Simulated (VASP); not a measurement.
# Si32O (a cell with a defect) in VASP: single point with LDA

Aim: the single point of Si32O (a cell with a defect) with LDA.

All numbers are computed with VASP 6.6.1; they aren't measurements. Logs are shortened: lines on timing, memory, paths and dates and some standing lists are left out, and cuts for length are marked.

### 1 The cell of the first run

The cell holds a defect, 33 atoms: a = 9.356 Å, b = 9.356 Å, c = 9.356 Å, α = 109.47°, β = 109.47°, γ = 109.47°.

### 2 Single point, LDA

INCAR reads:

```
PREC = Accurate
ENCUT = 520
EDIFF = 1E-7
ISMEAR = 0
SIGMA = 0.02
LREAL = Auto
LASPH = True
NELM = 100
ALGO = Normal
ISIF = 2
LWAVE = False
LCHARG = False
NBANDS = 89
```

KPOINTS reads:

```
Automatic mesh
0
Gamma
  2 2 2
  0.5 0.5 0.5
```

POSCAR reads:

```
Si32O
1.0
   -5.4019422754     -5.4019422754      5.4019422754
    5.4019422754     -5.4019422754     -5.4019422754
    5.4019422754      5.4019422754      5.4019422754
Si O
32 1
Direct
    0.2438397030      0.7468790473      0.7346380797
    0.0034656979      0.7529625073     -0.0085342452
    0.4877026384      0.4737869954      0.7241775829
    0.2654336953      0.5141545130      0.0159084447
   -0.0048357607      0.4871577418      0.2332123217
    0.7543377534      0.7538634795      0.2391445399
    0.5148862869      0.7635839647      0.5110536839
    0.0050938160      0.0013182296      0.7400405810
    0.7548727462      0.2525932212      0.7409596023
    0.5048657244      0.2542526243     -0.0089348419
    0.2591726140      0.2558020670      0.2421220800
    0.0284473606      0.2773601463      0.5360548766
    0.7522245320      0.5005902252      0.4906988755
    0.7156154773     -0.0457533582     -0.0297277334
    0.5052427184      0.0020700888      0.2397438614
    0.2462225496     -0.0131015839      0.4834290829
    0.2470553057      0.7375533275      0.4827711714
   -0.0015458329      0.7490769604      0.7390654688
    0.5054568081      0.5040237124      0.4915238565
    0.2751681570      0.5232535551      0.7754686715
    0.0045975130      0.5032334411     -0.0081952931
    0.7350091500      0.7143955458     -0.0301805335
    0.5150628900      0.7627376025      0.2610295387
    0.0054436902      0.0056488016      0.4911774071
    0.7571908938      0.2528870044      0.4914599906
    0.4956968926      0.2321837102      0.7317677233
    0.2544783765      0.2530505567     -0.0099740051
    0.0368990429      0.2752732118      0.2918019889
    0.7543957881      0.5044596667      0.2428425616
    0.7673262298      0.0141553716      0.7625484113
    0.4878442541     -0.0038929516     -0.0187364090
    0.2553360309      0.0039434890      0.2422710080
   -0.1323498037      0.0746241776      0.1800584772
```

Potentials or basis: VASP PAW LDA potentials, release 64 (Si, O).

Command:

```console
$ cat potpaw_LDA.64/Si/POTCAR potpaw_LDA.64/O/POTCAR > POTCAR
$ mpirun -np 1 vasp_std > vasp.out
```

OUTCAR:

```text
PREC = Accurate
   ENCUT = 520
   EDIFF = 1E-7
   ISMEAR = 0
   LREAL = Auto
   LASPH = True
   NELM = 100
   ISIF = 2

 ion  position               nearest neighbor table
   1  0.244  0.747  0.735-  31 2.31  18 2.32  17 2.34  20 2.34
   2  0.003  0.753  0.991-  18 2.33  21 2.34  22 2.34  32 2.35
   3  0.488  0.474  0.724-  22 2.29  26 2.31  19 2.34  20 2.35
   4  0.265  0.514  0.016-  20 2.31  23 2.32  27 2.34  21 2.34
   5  0.995  0.487  0.233-  29 2.34  28 2.34  21 2.34  17 2.34
   6  0.754  0.754  0.239-  23 2.34  29 2.35  24 2.35  22 2.36
   7  0.515  0.764  0.511-  23 2.34  19 2.34  17 2.35  30 2.35
   8  0.005  0.001  0.740-  18 2.34  30 2.34  27 2.34  24 2.34
   9  0.755  0.253  0.741-  26 2.34  25 2.34  21 2.34  30 2.34
  10  0.505  0.254  0.991-  26 2.33  31 2.34  27 2.34  29 2.34
  11  0.259  0.256  0.242-  19 2.32  28 2.33  27 2.34  32 2.35
  12  0.028  0.277  0.536-  20 2.28  28 2.31  25 2.35  24 2.36
  13  0.752  0.501  0.491-  18 2.32  19 2.32  25 2.34  29 2.34
  14  0.716  0.954  0.970-  33 1.66  22 2.31  31 2.32  30 2.34  28 3.01
  15  0.505  0.002  0.240-  23 2.34  31 2.35  32 2.35  25 2.35
  16  0.246  0.987  0.483-  26 2.32  17 2.33  24 2.34  32 2.34
  17  0.247  0.738  0.483-  16 2.33   1 2.34   5 2.34   7 2.35
  18  0.998  0.749  0.739-   1 2.32  13 2.32   2 2.33   8 2.34
  19  0.505  0.504  0.492-  11 2.32  13 2.32   3 2.34   7 2.34
  20  0.275  0.523  0.775-  12 2.28   4 2.31   1 2.34   3 2.35
  21  0.005  0.503  0.992-   4 2.34   2 2.34   5 2.34   9 2.34
  22  0.735  0.714  0.970-   3 2.29  14 2.31   2 2.34   6 2.36
  23  0.515  0.763  0.261-   4 2.32   7 2.34   6 2.34  15 2.34
  24  0.005  0.006  0.491-  16 2.34   8 2.34   6 2.35  12 2.36
  25  0.757  0.253  0.491-  13 2.34   9 2.34  12 2.35  15 2.35
  26  0.496  0.232  0.732-   3 2.31  16 2.32  10 2.33   9 2.34
  27  0.254  0.253  0.990-  10 2.34  11 2.34   4 2.34   8 2.34
  28  0.037  0.275  0.292-  33 1.65  12 2.31  11 2.33   5 2.34  14 3.01
  29  0.754  0.504  0.243-  13 2.34   5 2.34  10 2.34   6 2.35
  30  0.767  0.014  0.763-   8 2.34   9 2.34  14 2.34   7 2.35
  31  0.488  0.996  0.981-   1 2.31  14 2.32  10 2.34  15 2.35
  32  0.255  0.004  0.242-  16 2.34  11 2.35   2 2.35  15 2.35
  33  0.868  0.075  0.180-  28 1.65  14 1.66

  LATTYP: Found a body centered cubic cell.
 ALAT       =    10.8038845508

  Lattice vectors:

 A1 = (  -5.4019422754,  -5.4019422754,   5.4019422754)
 A2 = (   5.4019422754,  -5.4019422754,  -5.4019422754)
 A3 = (   5.4019422754,   5.4019422754,   5.4019422754)

Analysis of symmetry for initial positions (statically):
=====================================================================
 Subroutine PRICEL returns:
 Original cell was already a primitive cell.

 Routine SETGRP: Setting up the symmetry group for a
 body centered cubic supercell.

 Subroutine GETGRP returns: Found  1 space group operations
 (whereof  1 operations were pure point group operations)
 out of a pool of 48 trial point group operations.

The static configuration has the point symmetry C_1 .

Analysis of symmetry for dynamics (positions and initial velocities):
=====================================================================
 Subroutine PRICEL returns:
 Original cell was already a primitive cell.

 Routine SETGRP: Setting up the symmetry group for a
 body centered cubic supercell.

 Subroutine GETGRP returns: Found  1 space group operations
 (whereof  1 operations were pure point group operations)
 out of a pool of 48 trial point group operations.

The dynamic configuration has the point symmetry C_1 .

 Subroutine INISYM returns: Found  1 space group operations
 (whereof  1 operations are pure point group operations),
 and found     1 'primitive' translations

----------------------------------------------------------------------------------------

                                     Primitive cell

  volume of cell :     630.5359

  direct lattice vectors                    reciprocal lattice vectors
    -5.401942275 -5.401942275  5.401942275     0.000000000 -0.092559301  0.092559301
     5.401942275 -5.401942275 -5.401942275     0.092559301 -0.092559301  0.000000000
     5.401942275  5.401942275  5.401942275     0.092559301  0.000000000  0.092559301

  length of vectors
     9.356438481  9.356438481  9.356438481     0.130898619  0.130898619  0.130898619

  position of ions in fractional coordinates (direct lattice)
     0.243839703  0.746879047  0.734638080
     0.003465698  0.752962507  0.991465755
     0.487702638  0.473786995  0.724177583
     0.265433695  0.514154513  0.015908445
     0.995164239  0.487157742  0.233212322
     0.754337753  0.753863479  0.239144540
[... 25 lines left out ...]
     0.255336031  0.003943489  0.242271008
     0.867650196  0.074624178  0.180058477

  ion indices of the primitive-cell ions
   primitive index   ion index
                 1           1
                 2           2
                 3           3
                 4           4
                 5           5
                 6           6
[... 25 lines left out ...]
                32          32
                33          33

----------------------------------------------------------------------------------------

 KPOINTS: Automatic mesh

Automatic generation of k-mesh.
 Grid dimensions read from file:
 generate k-points for:    2    2    2

 Generating k-lattice:

  Cartesian coordinates                     Fractional coordinates (reciprocal lattice)
     0.000000000 -0.046279650  0.046279650     0.500000000  0.000000000  0.000000000
     0.046279650 -0.046279650  0.000000000     0.000000000  0.500000000  0.000000000
     0.046279650  0.000000000  0.046279650     0.000000000  0.000000000  0.500000000

  Length of vectors
     0.065449309  0.065449309  0.065449309

  Shift w.r.t. Gamma in fractional coordinates (k-lattice)
     0.500000000  0.500000000  0.500000000

 Subroutine IBZKPT returns following result:
 ===========================================

 Found      4 irreducible k-points:

 Following reciprocal coordinates:
            Coordinates               Weight
  0.250000  0.250000  0.250000      2.000000
 -0.250000  0.250000  0.250000      2.000000
  0.250000 -0.250000  0.250000      2.000000
  0.250000  0.250000 -0.250000      2.000000
   k-points           NKPTS =      4   k-points in BZ     NKDIM =      4   number of bands    NBANDS=     89
   number of dos      NEDOS =    301   number of ions     NIONS =     33
   total plane-waves  NPLWV = 343000
   dimension x,y,z NGX =    70 NGY =   70 NGZ =   70
   dimension x,y,z NGXF=   140 NGYF=  140 NGZF=  140
   ions per type =              32   1
   NGX,Y,Z   is equivalent  to a cutoff of  12.44, 12.44, 12.44 a.u.
   NGXF,Y,Z  is equivalent  to a cutoff of  24.88, 24.88, 24.88 a.u.
 SYSTEM =  unknown system
   PREC   = accura    normal or accurate (medium, high low for compatibility)
   ISTART =      0    job   : 0-new  1-cont  2-samecut
   ICHARG =      2    charge: 1-file 2-atom 10-const
   ISPIN  =      1    spin polarized calculation?
   LNONCOLLINEAR =      F non collinear calculations
   LSORBIT =      F    spin-orbit coupling
   LASPH  =      T    aspherical Exc in radial PAW
   ENCUT  =  520.0 eV  38.22 Ry    6.18 a.u.  17.40 17.40 17.40*2*pi/ulx,y,z
   NELM   =    100;   NELMIN=  2; NELMDL= -5     # of ELM steps
   EDIFF  = 0.1E-06   stopping-criterion for ELM
   LREAL  =      T    real-space projection
   EDIFFG = 0.1E-05   stopping-criterion for IOM
   NSW    =      0    number of steps for IOM
   IBRION =     -1    ionic relax: 0-MD 1-quasi-New 2-CG
   NFREE  =      0    steps in history (QN), initial steepest desc. (CG)
   ISIF   =      2    stress and relaxation
   ISYM   =      2    0-nonsym 1-usesym 2-fastsym
   POTIM  = 0.5000    time-step for ionic-motion
   TEBEG  =    0.0;   TEEND  =   0.0 temperature during run
   PSTRESS=    0.0 pullay stress
   NELECT =     134.0000    total number of electrons
   NUPDOWN=      -1.0000    fix difference up-down
   EMIN   =  10.00;   EMAX   =-10.00  energy-range for DOS
   EFERMI =   0.00;   METHOD = LEGACY
   ISMEAR =     0;   SIGMA  =   0.02  broadening in eV -4-tet -1-fermi 0-gaus
   EFERMI_NEDOS =   21; number of points for ismear=-14 and -15
   IALGO  =     38    algorithm
   IMIX   =      4    mixing-type and parameters
     AMIX     =   0.40;   BMIX     =  1.00
     AMIX_MAG =   1.60;   BMIX_MAG =  1.00
  volume/ion in A,a.u.               =      19.11       128.94
  Fermi-wavevector in a.u.,A,eV,Ry     =   0.976952  1.846171 12.985875  0.954435
  Thomas-Fermi vector in A             =   2.107611
   LORBIT       =      0    0 simple, 1 ext, 2 COOP (PROOUT), +10 PAW based schemes
   GGA     = CA    functional components
   LHFCALC =     F    Hartree Fock is set to
   AEXX    =    0.0000 exact exchange contribution
   IVDW    =     0    specifies the selected vdW correction
   LEPSILON=     F    determine dielectric tensor
   LRPA    =     F    only Hartree local field effects (RPA)
 non-spin polarized calculation
 Gauss-broadening in eV      SIGMA  =   0.02
  energy-cutoff  :      520.00
  volume of cell :      630.54
 maximum number of plane-waves:     17028
 NGX is ok and might be reduce to    70
   NGX = 35   NGY = 35   NGZ = 35

 number of electron     133.9999999 magnetization

 Free energy of the ion-electron system (eV)
  ---------------------------------------------------
  ext. energy  EPLUGINS =         0.00000000
  ---------------------------------------------------
  free energy    TOTEN  =      -198.68801426 eV

  energy without entropy =     -198.68801426  energy(sigma->0) =     -198.68801426

 E-fermi :   5.4969     XC(G=0):  -9.7370

 val. band max:        5.3459514727   @ k =   0.2500   0.2500  -0.2500
 cond. band min:       6.6012668602   @ k =  -0.2500   0.2500   0.2500
 fundamental gap:      1.2553153875
 Fermi energy:         5.4968737068

 k-point     1 :       0.2500    0.2500    0.2500
  band No.  band energies     occupation
      1     -14.3929      2.00000
      2      -5.4535      2.00000
      3      -5.2721      2.00000
      4      -5.2701      2.00000
      5      -4.9445      2.00000
      6      -4.3637      2.00000
[... 71 lines left out ...]
     78       7.7590      0.00000
     79       7.8176      0.00000
[... 244 lines left out ...]
     78       8.3156      0.00000
     79       8.3424      0.00000
 [bands above 79 left out]

------------------------ aborting loop because EDIFF is reached ----------------------------------------

  FORCE on cell =-STRESS in cart. coord.  units (eV):
  Direction    XX          YY          ZZ          XY          YZ          ZX
  --------------------------------------------------------------------------------------
  -------------------------------------------------------------------------------------
  Total        4.7576925      3.7540925      4.0385759     -3.1894204     -3.3122132      2.9793571
  in kB       12.0891883      9.5390637     10.2619294     -8.1042446     -8.4162582      7.5704785
  external PRESSURE =      10.6300605 kB  Pullay stress =       0.0000000 kB

 VOLUME and BASIS-vectors are now :
 -----------------------------------------------------------------------------
  energy-cutoff  :      520.00
  volume of cell :      630.54
      direct lattice vectors                 reciprocal lattice vectors
    -5.401942275 -5.401942275  5.401942275     0.000000000 -0.092559301  0.092559301
     5.401942275 -5.401942275 -5.401942275     0.092559301 -0.092559301  0.000000000
     5.401942275  5.401942275  5.401942275     0.092559301  0.000000000  0.092559301

 POSITION                                       TOTAL-FORCE (eV/Angst)
 -----------------------------------------------------------------------------------
      6.68586     -1.38333      1.25108         0.007728      0.022562      0.061120
      9.40458      1.26966      1.30710        -0.000965      0.038918      0.039550
      3.83679     -1.28195      3.98714         0.104646     -0.050360      0.044035
      1.42951     -4.12535     -1.25764        -0.087053      0.039090     -0.060353
     -1.48442     -6.74762      4.00402         0.120871     -0.070914      0.043472
      1.28928     -6.85537      1.29441         0.006719      0.044926      0.044041
[... 25 lines left out ...]
     -0.04927     -0.09188      2.66674         0.005619      0.049061      0.037502
     -3.31122     -4.11745      5.25655        -0.099375     -0.454140     -0.403046
 -----------------------------------------------------------------------------------
    total drift:                                0.004736      0.003407     -0.002393

  FREE ENERGIE OF THE ION-ELECTRON SYSTEM (eV)
  ---------------------------------------------------
  free  energy   TOTEN  =      -198.6880142593 eV

  energy  without entropy=     -198.6880142593  energy(sigma->0) =     -198.68801426
```

Wall time 4.3 min (1 thread of Intel Xeon 6975P-C (Granite Rapids), shared host); peak memory 0.58 GiB.

Results:

* Free energy: -198.6880 eV
* Pressure: 1.1 GPa
* Largest force: 0.615 eV/Å
* Band gap on the k mesh: 1.26 eV

Forces in eV/Å, atoms in the order of the input:
```
Si   0.008  0.023  0.061
Si  -0.001  0.039  0.040
Si   0.105 -0.050  0.044
Si  -0.087  0.039 -0.060
Si   0.121 -0.071  0.043
Si   0.007  0.045  0.044
Si  -0.108  0.061 -0.078
Si   0.022  0.047  0.027
Si   0.005  0.051  0.042
Si   0.003  0.046  0.039
Si   0.008  0.025  0.071
Si  -0.130  0.059 -0.105
Si   0.008  0.018  0.044
Si  -0.070 -0.054 -0.134
Si   0.019  0.046  0.038
Si   0.085 -0.032  0.030
Si   0.105 -0.050  0.047
Si   0.009  0.016  0.047
Si   0.009  0.022  0.062
Si  -0.106  0.057 -0.077
Si   0.006  0.047  0.043
Si   0.126 -0.075  0.044
Si  -0.087  0.038 -0.063
Si   0.003  0.051  0.036
Si   0.021  0.045  0.028
Si   0.085 -0.034  0.031
Si   0.019  0.047  0.040
Si   0.034 -0.174 -0.030
Si  -0.001  0.042  0.041
Si  -0.132  0.059 -0.104
Si   0.010  0.024  0.076
Si   0.006  0.049  0.038
O   -0.099 -0.454 -0.403
```

Stress tensor (GPa, compression positive):
```
 1.21 -0.81  0.76
-0.81  0.95 -0.84
 0.76 -0.84  1.03
```
